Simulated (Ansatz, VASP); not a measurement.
Two plane-wave programs on Bi

File INCAR:

```
PREC = Accurate
ENCUT = 520
EDIFF = 1E-6
ISMEAR = -1
SIGMA = 0.1
LREAL = F
LASPH = T
NELM = 80
ALGO = Normal
ISIF = 2
LWAVE = F
LCHARG = F
GGA = PE
NBANDS = 14
```

Contents of KPOINTS:

```
regular mesh
0
Gamma
  12 12 12
```

File POSCAR:

```
Bi
1.0
    0.0000000000      2.4818750096      2.4818750096
    2.4818750096      0.0000000000      2.4818750096
    2.4818750096      2.4818750096      0.0000000000
Bi
1
Direct
    0.0000000000      0.0000000000      0.0000000000
```

Input for Ansatz:

```yaml
crystal:
  lattice:
    - [0.0, 2.4818750096, 2.4818750096]
    - [2.4818750096, 0.0, 2.4818750096]
    - [2.4818750096, 2.4818750096, 0.0]
  atoms:
    - { symbol: Bi, position: [0.0, 0.0, 0.0] }
hamiltonian:
  xc: pbe
  pseudopotentials:
    kind: paw
    azcp:
      Bi: "pseudopotentials/Bi.paw.azcp"
basis:
  ecutwfc: 420
  fft_grid_basis: typed
kpoints:
  mp_grid: { grid: [12, 12, 12], shift: [0, 0, 0] }
magnetization:
  spin_polarized: false
scf:
  occupations: { method: fermi_dirac, width: 0.1 }
  lower_state_search: "off"
output:
  stress: true
```

Alike in both runs: task single point; functional PBE; k mesh 12 × 12 × 12; occupations fermi-dirac, width 0.1 eV; no spin polarisation.

|  | VASP | Ansatz |
| --- | --- | --- |
| version | VASP 6.6.1 | Ansatz 0.2.0 |
| potentials or method | VASP PAW PBE potentials, release 64 (Bi_d), cutoff 520 eV | plane waves (420 eV) with PAW, scalar-relativistic |
| valence electrons in the cell | 15 | 15 |

|  | VASP | Ansatz | Ansatz less VASP |
| --- | --- | --- | --- |
| pressure (GPa) | 2.0 | 2.1 | +0.06 |

Neither program's run includes spin-orbit coupling.
